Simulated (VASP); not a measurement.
# HfTe5Mo (F-43m) in VASP: notebook

The runs below take HfTe5Mo through single point, with PBE.

Program: VASP 6.6.1. These are calculated values, not measurements. Logs are shortened: lines on timing, memory, paths and dates and some standing lists are left out, and cuts for length are marked.

### 1 The cell of the first run

It takes space group F-43m (No. 216, cubic). The conventional cell has a = 10.528 Å, b = 10.528 Å, c = 10.528 Å, α = 90.00°, β = 90.00°, γ = 90.00°. Within 3.5 Å of Hf (site symmetry -43m) lie 4 Te at 2.64 Å. Te (site symmetry 3m) has 1 Hf at 2.64 Å and 3 Te at 3.13 Å within 3.5 Å. Within 5.8 Å of Te (site symmetry -43m) lie 12 Te at 4.44 Å and 4 Hf at 4.56 Å and 4 Mo at 4.56 Å. Within 5.7 Å of Mo (site symmetry -43m) lie 16 Te at 4.32 to 4.56 Å and 6 Hf at 5.26 Å.

### 2 Single point, PBE

Input file INCAR:

```
PREC = Accurate ; ENCUT = 500
EDIFF = 1E-6 ; ISMEAR = 0
SIGMA = 0.2 ; LREAL = F
LASPH = T ; NELM = 120
ALGO = Normal ; ISIF = 2
LWAVE = F ; LCHARG = F
GGA = PE ; NBANDS = 36
GGA_COMPAT = F
```

Input file KPOINTS:

```
regular mesh
0
Gamma
  3 3 3
```

Input file POSCAR:

```
HfTe5Mo
1.0
    0.0000000000      5.2641187056      5.2641187056
    5.2641187056      0.0000000000      5.2641187056
    5.2641187056      5.2641187056      0.0000000000
Hf Te Mo
1 5 1
Direct
    0.5000000000      0.5000000000      0.5000000000
    0.6449977716      0.6449977716      0.6449977716
    0.6449977716      0.6449977716      0.0650066851
    0.6449977716      0.0650066851      0.6449977716
    0.0650066851      0.6449977716      0.6449977716
    0.2500000000      0.2500000000      0.2500000000
    0.0000000000      0.0000000000      0.0000000000
```

Potentials or basis: VASP PAW PBE potentials, release 64 (Hf_pv, Te, Mo_sv).

Command:

```sh
$ cat potpaw_PBE.64/Hf_pv/POTCAR potpaw_PBE.64/Te/POTCAR potpaw_PBE.64/Mo_sv/POTCAR > POTCAR
$ mpirun -np 1 vasp_std > vasp.out
```

OUTCAR:

```text
PREC = Accurate
   ENCUT = 500
   EDIFF = 1E-6
   ISMEAR = 0
   LREAL = F
   LASPH = T
   NELM = 120
   ISIF = 2
   GGA = PE

 ion  position               nearest neighbor table
   1  0.500  0.500  0.500-   2 2.64   3 2.64   4 2.64   5 2.64
   2  0.645  0.645  0.645-   1 2.64   3 3.13   4 3.13   5 3.13
   3  0.645  0.645  0.065-   1 2.64   2 3.13   4 3.13   5 3.13
   4  0.645  0.065  0.645-   1 2.64   2 3.13   3 3.13   5 3.13
   5  0.065  0.645  0.645-   1 2.64   2 3.13   3 3.13   4 3.13
   6  0.250  0.250  0.250-
   7  0.000  0.000  0.000-

  LATTYP: Found a face centered cubic cell.
 ALAT       =    10.5282374112

  Lattice vectors:

 A1 = (   0.0000000000,   5.2641187056,   5.2641187056)
 A2 = (   5.2641187056,   0.0000000000,   5.2641187056)
 A3 = (   5.2641187056,   5.2641187056,   0.0000000000)

Analysis of symmetry for initial positions (statically):
=====================================================================
 Subroutine PRICEL returns:
 Original cell was already a primitive cell.

 Routine SETGRP: Setting up the symmetry group for a
 face centered cubic supercell.

 Subroutine GETGRP returns: Found 24 space group operations
 (whereof 24 operations were pure point group operations)
 out of a pool of 48 trial point group operations.

The static configuration has the point symmetry T_d .

Analysis of symmetry for dynamics (positions and initial velocities):
=====================================================================
 Subroutine PRICEL returns:
 Original cell was already a primitive cell.

 Routine SETGRP: Setting up the symmetry group for a
 face centered cubic supercell.

 Subroutine GETGRP returns: Found 24 space group operations
 (whereof 24 operations were pure point group operations)
 out of a pool of 48 trial point group operations.

The dynamic configuration has the point symmetry T_d .

 Subroutine INISYM returns: Found 24 space group operations
 (whereof 24 operations are pure point group operations),
 and found     1 'primitive' translations

----------------------------------------------------------------------------------------

                                     Primitive cell

  volume of cell :     291.7474

  direct lattice vectors                    reciprocal lattice vectors
     0.000000000  5.264118706  5.264118706    -0.094982661  0.094982661  0.094982661
     5.264118706  0.000000000  5.264118706     0.094982661 -0.094982661  0.094982661
     5.264118706  5.264118706  0.000000000     0.094982661  0.094982661 -0.094982661

  length of vectors
     7.444588067  7.444588067  7.444588067     0.164514794  0.164514794  0.164514794

  position of ions in fractional coordinates (direct lattice)
     0.500000000  0.500000000  0.500000000
     0.644997772  0.644997772  0.644997772
     0.644997772  0.644997772  0.065006685
     0.644997772  0.065006685  0.644997772
     0.065006685  0.644997772  0.644997772
     0.250000000  0.250000000  0.250000000
     0.000000000  0.000000000  0.000000000

  ion indices of the primitive-cell ions
   primitive index   ion index
                 1           1
                 2           2
                 3           3
                 4           4
                 5           5
                 6           6
                 7           7

----------------------------------------------------------------------------------------

 KPOINTS: regular mesh

Automatic generation of k-mesh.
 Grid dimensions read from file:
 generate k-points for:    3    3    3

 Generating k-lattice:

  Cartesian coordinates                     Fractional coordinates (reciprocal lattice)
    -0.031660887  0.031660887  0.031660887     0.333333333  0.000000000  0.000000000
     0.031660887 -0.031660887  0.031660887     0.000000000  0.333333333  0.000000000
     0.031660887  0.031660887 -0.031660887     0.000000000  0.000000000  0.333333333

  Length of vectors
     0.054838265  0.054838265  0.054838265

  Shift w.r.t. Gamma in fractional coordinates (k-lattice)
     0.000000000  0.000000000  0.000000000

 Subroutine IBZKPT returns following result:
 ===========================================

 Found      4 irreducible k-points:

 Following reciprocal coordinates:
            Coordinates               Weight
  0.000000  0.000000  0.000000      1.000000
  0.333333  0.000000  0.000000      8.000000
  0.333333  0.333333  0.000000      6.000000
 -0.333333  0.333333  0.000000     12.000000
   k-points           NKPTS =      4   k-points in BZ     NKDIM =      4   number of bands    NBANDS=     36
   number of dos      NEDOS =    301   number of ions     NIONS =      7
   total plane-waves  NPLWV = 157464
   dimension x,y,z NGX =    54 NGY =   54 NGZ =   54
   dimension x,y,z NGXF=   108 NGYF=  108 NGZF=  108
   ions per type =               1   5   1
   NGX,Y,Z   is equivalent  to a cutoff of  12.06, 12.06, 12.06 a.u.
   NGXF,Y,Z  is equivalent  to a cutoff of  24.12, 24.12, 24.12 a.u.
 SYSTEM =  unknown system
   PREC   = accura    normal or accurate (medium, high low for compatibility)
   ISTART =      0    job   : 0-new  1-cont  2-samecut
   ICHARG =      2    charge: 1-file 2-atom 10-const
   ISPIN  =      1    spin polarized calculation?
   LNONCOLLINEAR =      F non collinear calculations
   LSORBIT =      F    spin-orbit coupling
   LASPH  =      T    aspherical Exc in radial PAW
   ENCUT  =  500.0 eV  36.75 Ry    6.06 a.u.  13.57 13.57 13.57*2*pi/ulx,y,z
   NELM   =    120;   NELMIN=  2; NELMDL= -5     # of ELM steps
   EDIFF  = 0.1E-05   stopping-criterion for ELM
   LREAL  =      F    real-space projection
   EDIFFG = 0.1E-04   stopping-criterion for IOM
   NSW    =      0    number of steps for IOM
   IBRION =     -1    ionic relax: 0-MD 1-quasi-New 2-CG
   NFREE  =      0    steps in history (QN), initial steepest desc. (CG)
   ISIF   =      2    stress and relaxation
   ISYM   =      2    0-nonsym 1-usesym 2-fastsym
   POTIM  = 0.5000    time-step for ionic-motion
   TEBEG  =    0.0;   TEEND  =   0.0 temperature during run
   PSTRESS=    0.0 pullay stress
   NELECT =      54.0000    total number of electrons
   NUPDOWN=      -1.0000    fix difference up-down
   EMIN   =  10.00;   EMAX   =-10.00  energy-range for DOS
   EFERMI =   0.00;   METHOD = LEGACY
   ISMEAR =     0;   SIGMA  =   0.20  broadening in eV -4-tet -1-fermi 0-gaus
   EFERMI_NEDOS =   21; number of points for ismear=-14 and -15
   IALGO  =     38    algorithm
   IMIX   =      4    mixing-type and parameters
     AMIX     =   0.40;   BMIX     =  1.00
     AMIX_MAG =   1.60;   BMIX_MAG =  1.00
  volume/ion in A,a.u.               =      41.68       281.26
  Fermi-wavevector in a.u.,A,eV,Ry     =   0.932976  1.763069 11.843109  0.870444
  Thomas-Fermi vector in A             =   2.059629
   LORBIT       =      0    0 simple, 1 ext, 2 COOP (PROOUT), +10 PAW based schemes
   GGA     = PE    functional components
   LHFCALC =     F    Hartree Fock is set to
   AEXX    =    0.0000 exact exchange contribution
   IVDW    =     0    specifies the selected vdW correction
   LEPSILON=     F    determine dielectric tensor
   LRPA    =     F    only Hartree local field effects (RPA)
 non-spin polarized calculation
 Gauss-broadening in eV      SIGMA  =   0.20
  energy-cutoff  :      500.00
  volume of cell :      291.75
 maximum number of plane-waves:      7423
 NGX is ok and might be reduce to    54
   NGX = 27   NGY = 27   NGZ = 27

 number of electron      54.0000002 magnetization

 Free energy of the ion-electron system (eV)
  ---------------------------------------------------
  ext. energy  EPLUGINS =         0.00000000
  ---------------------------------------------------
  free energy    TOTEN  =       -25.71389398 eV

  energy without entropy =      -25.22247239  energy(sigma->0) =      -25.46818318

 E-fermi :   2.9012     XC(G=0):  -8.1752

 val. band max:        2.8857092548   @ k =   0.3333   0.0000   0.0000
 cond. band min:       2.9320108532   @ k =  -0.3333   0.3333   0.0000
 fundamental gap:      0.0463015984
 Fermi energy:         2.9012140536

 k-point     1 :       0.0000    0.0000    0.0000
  band No.  band energies     occupation
      1     -58.0978      2.00000
      2     -32.1956      2.00000
      3     -32.1956      2.00000
      4     -32.1956      2.00000
      5     -27.7956      2.00000
      6     -27.7956      2.00000
      7     -27.7956      2.00000
      8      -9.4584      2.00000
      9      -7.3107      2.00000
     10      -7.3107      2.00000
     11      -7.3107      2.00000
     12      -6.6548      2.00000
     13      -2.6651      2.00000
     14      -0.4358      2.00000
     15      -0.4358      2.00000
     16      -0.4358      2.00000
     17       0.1583      2.00000
     18       0.1583      2.00000
     19       1.8282      2.00000
     20       1.8282      2.00000
     21       1.8282      2.00000
     22       2.6042      1.96432
     23       2.6042      1.96432
     24       2.6042      1.96432
     25       2.9359      0.80634
     26       2.9585      0.68546
     27       2.9585      0.68546
     28       2.9733      0.61016
     29       2.9733      0.61016
     30       2.9733      0.61016
     31       3.4885      0.00003
     32       3.4885      0.00003
     33       3.4885      0.00003
     34       5.0342      0.00000
     35       5.0342      0.00000
     36       6.3963      0.00000

 k-point     2 :       0.3333    0.0000    0.0000
  band No.  band energies     occupation
      1     -58.0978      2.00000
      2     -32.1956      2.00000
      3     -32.1956      2.00000
      4     -32.1956      2.00000
      5     -27.7956      2.00000
      6     -27.7956      2.00000
      7     -27.7956      2.00000
      8      -9.3517      2.00000
      9      -7.5821      2.00000
     10      -7.3141      2.00000
     11      -7.3141      2.00000
     12      -6.6425      2.00000
     13      -2.1642      2.00000
     14      -0.5753      2.00000
     15      -0.3489      2.00000
     16      -0.3489      2.00000
     17       0.2645      2.00000
     18       0.2645      2.00000
     19       1.6539      2.00000
     20       1.8457      2.00000
     21       1.8457      2.00000
     22       2.1908      2.00000
     23       2.4351      1.99902
     24       2.4351      1.99902
     25       2.7553      1.69773
     26       2.7553      1.69773
     27       2.8857      1.08730
     28       2.9566      0.69510
     29       2.9566      0.69510
     30       3.1882      0.04245
     31       3.1882      0.04245
     32       3.5019      0.00002
     33       3.7903      0.00000
     34       5.3619      0.00000
     35       5.4208      0.00000
     36       5.4208      0.00000

 k-point     3 :       0.3333    0.3333    0.0000
  band No.  band energies     occupation
      1     -58.0978      2.00000
      2     -32.1956      2.00000
      3     -32.1956      2.00000
      4     -32.1956      2.00000
      5     -27.7956      2.00000
      6     -27.7956      2.00000
      7     -27.7956      2.00000
      8      -9.3132      2.00000
      9      -7.6481      2.00000
     10      -7.3190      2.00000
     11      -7.3190      2.00000
     12      -6.6631      2.00000
     13      -1.9255      2.00000
     14      -0.7626      2.00000
     15      -0.2661      2.00000
     16      -0.2661      2.00000
     17       0.2107      2.00000
     18       0.6302      2.00000
     19       1.3522      2.00000
     20       1.7054      2.00000
     21       1.7054      2.00000
     22       2.0248      2.00000
     23       2.4238      1.99926
     24       2.5541      1.98588
     25       2.5541      1.98588
     26       2.8128      1.46801
     27       2.9492      0.73417
     28       3.0164      0.41529
     29       3.0188      0.40564
     30       3.0188      0.40564
     31       3.3573      0.00126
     32       3.3573      0.00126
     33       3.7990      0.00000
     34       5.1843      0.00000
     35       5.4682      0.00000
     36       6.2087      0.00000

 k-point     4 :      -0.3333    0.3333    0.0000
  band No.  band energies     occupation
      1     -58.0978      2.00000
      2     -32.1956      2.00000
      3     -32.1956      2.00000
      4     -32.1956      2.00000
      5     -27.7956      2.00000
      6     -27.7956      2.00000
      7     -27.7956      2.00000
      8      -9.2693      2.00000
      9      -7.7312      2.00000
     10      -7.3344      2.00000
     11      -7.3183      2.00000
     12      -6.6581      2.00000
     13      -1.6509      2.00000
     14      -0.7094      2.00000
     15      -0.5271      2.00000
     16      -0.2454      2.00000
     17       0.4600      2.00000
     18       0.4844      2.00000
     19       1.4576      2.00000
     20       1.6052      2.00000
     21       1.6395      2.00000
     22       2.1074      2.00000
     23       2.3448      1.99992
     24       2.4280      1.99918
     25       2.6440      1.93102
     26       2.8074      1.49308
     27       2.8241      1.41444
     28       2.9320      0.82761
     29       3.0287      0.36731
     30       3.0354      0.34262
     31       3.1166      0.12771
     32       3.4147      0.00028
     33       3.8005      0.00000
     34       5.3405      0.00000
     35       5.6744      0.00000
     36       5.8201      0.00000

------------------------ aborting loop because EDIFF is reached ----------------------------------------

  FORCE on cell =-STRESS in cart. coord.  units (eV):
  Direction    XX          YY          ZZ          XY          YZ          ZX
  --------------------------------------------------------------------------------------
  -------------------------------------------------------------------------------------
  Total        0.1772735      0.1772735      0.1772735     -0.0000000      0.0000000      0.0000000
  in kB        0.9735255      0.9735255      0.9735255     -0.0000000      0.0000000      0.0000000
  external PRESSURE =       0.9735255 kB  Pullay stress =       0.0000000 kB

 VOLUME and BASIS-vectors are now :
 -----------------------------------------------------------------------------
  energy-cutoff  :      500.00
  volume of cell :      291.75
      direct lattice vectors                 reciprocal lattice vectors
     0.000000000  5.264118706  5.264118706    -0.094982661  0.094982661  0.094982661
     5.264118706  0.000000000  5.264118706     0.094982661 -0.094982661  0.094982661
     5.264118706  5.264118706  0.000000000     0.094982661  0.094982661 -0.094982661

 POSITION                                       TOTAL-FORCE (eV/Angst)
 -----------------------------------------------------------------------------------
      5.26412      5.26412      5.26412        -0.000000     -0.000000     -0.000000
      6.79069      6.79069      6.79069        -0.013081     -0.013081     -0.013081
      3.73755      3.73755      6.79069         0.013081      0.013081     -0.013081
      3.73755      6.79069      3.73755         0.013081     -0.013081      0.013081
      6.79069      3.73755      3.73755        -0.013081      0.013081      0.013081
      2.63206      2.63206      2.63206        -0.000000     -0.000000     -0.000000
      0.00000      0.00000      0.00000        -0.000000     -0.000000     -0.000000
 -----------------------------------------------------------------------------------
    total drift:                                0.000000      0.000000      0.000000

  FREE ENERGIE OF THE ION-ELECTRON SYSTEM (eV)
  ---------------------------------------------------
  free  energy   TOTEN  =       -25.7138939785 eV

  energy  without entropy=      -25.2224723866  energy(sigma->0) =      -25.46818318
```

It took 90 s on 1 thread of Intel Xeon 6975P-C (Granite Rapids), shared host; peak memory 0.42 GiB.

Results:

```
Free energy            : -25.7139 eV
Pressure               : 0.1 GPa
Largest force          : 0.023 eV/Å
Band gap on the k mesh : zero (band 27 reaches 2.96 eV, above the bottom of band 28 at 2.93 eV)
```

Forces on the atoms (eV/Å):
```
Hf   0.000  0.000  0.000
Te  -0.013 -0.013 -0.013
Te   0.013  0.013 -0.013
Te   0.013 -0.013  0.013
Te  -0.013  0.013  0.013
Te   0.000  0.000  0.000
Mo   0.000  0.000  0.000
```

Levels at points of the mesh, in eV from the Fermi level:
| k point | band 23 | band 24 | band 25 | band 26 | band 27 | band 28 | band 29 | band 30 |
| --- | --- | --- | --- | --- | --- | --- | --- | --- |
| (0.00, 0.00, 0.00) | -0.30 | -0.30 | 0.03 | 0.06 | 0.06 | 0.07 | 0.07 | 0.07 |

Caveat: spin-orbit coupling is left out, which moves the levels of the heavy elements.

[end of part 1 of 2]
